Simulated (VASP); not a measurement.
Wanted: the native input for a VASP 6.6.1 run.

| Property | Result |
| --- | --- |
| Task | single point |
| Functional | PBE |
| Potentials or basis | VASP PAW PBE potentials, release 64 (Mg, H) |
| Cutoff | 520 eV |
| k mesh | 4 × 5 × 1 |
| Occupations | gaussian, width 0.1 eV |
| Spin | no spin polarisation |
| Dipole correction | yes |
| Further INCAR settings | ALGO = Normal; EDIFF = 1e-06; NBANDS = 20 |

The structure of Mg4H lies in POSCAR:

```
Mg4H
1.0
    6.4201385733      0.0000000000      0.0000000000
    0.0000000000      5.1379129567      0.0000000000
    0.0000000000      0.0000000000     21.6644777330
Mg H
8 2
Direct
    0.0000000000      0.7500000000      0.1846340378
    0.5000000000      0.7500000000      0.1846340378
    0.2500000000      0.2500000000      0.2274076137
    0.7500000000      0.2500000000      0.2274076137
    0.2500000000      0.7500000000      0.3173234500
    0.7500000000      0.7500000000      0.3173234500
    0.0000000000      0.2500000000      0.3537808678
    0.5000000000      0.2500000000      0.3537808678
    0.6335694913      0.0833333333      0.3745521971
    0.8664305087      0.0833333333      0.3745521971
```

These files were run (other wordings do the same):

INCAR

```
ALGO = Normal
DIPOL = 0.5 0.5 0.292
EDIFF = 1E-6
ENCUT = 520
GGA = PE
IDIPOL = 3
ISIF = 2
ISMEAR = 0
LASPH = T
LCHARG = T
LDIPOL = T
LELF = T
LREAL = F
LVACPOTAV = T
LVHAR = T
LWAVE = F
NBANDS = 20
NELM = 80
PREC = Accurate
SIGMA = 0.1
```

KPOINTS

```
k-points
0
Gamma
  4 5 1
```

Potentials or basis: VASP PAW PBE potentials, release 64 (Mg, H).

Run with:

```bash
$ cat potpaw_PBE.64/Mg/POTCAR potpaw_PBE.64/H/POTCAR > POTCAR
$ mpirun -np 1 vasp_std > vasp.out
```

Results of the run:

```json
{
 "Largest force": "9.193 eV/Å",
 "Band gap on the k mesh": "zero (bands 9 and 10 overlap by 0.72 eV)"
}
```

Wall time 3.1 min on 1 thread of Intel(R) Xeon(R) 6975P-C (Granite Rapids), with other jobs on the host, peak memory 0.65 GiB.
